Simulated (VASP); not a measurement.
Crystal: LiF.

```
CELL_PARAMETERS angstrom
0.00000 1.99487 1.99487
2.00485 0.00000 1.99487
2.00485 1.99487 0.00000
ATOMIC_POSITIONS crystal
Li 0.00000 0.00000 0.00000
F 0.50000 0.50000 0.50000
```

This cell differs from its parent crystal: uniaxial x strain +0.5%.

Base run:

- Program: VASP 6.6.1
- Functional: r2SCAN
- Potentials or basis: VASP PAW PBE potentials, release 64 (Li_sv, F)
- Cutoff: 520 eV
- k mesh: 10 × 10 × 10
- Occupations: gaussian, width 0.01 eV
- Spin: no spin polarisation

Its results: band gap on the k mesh 10.50 eV, direct.

Q: The run is repeated on the same cell with these changes: functional from r2SCAN to PBE; occupations from gaussian, width 0.01 eV to fermi-dirac, width 0.02 eV. What comes out?

A: Band gap on the k mesh 9.30 eV, direct.

A k mesh can miss the band edges.
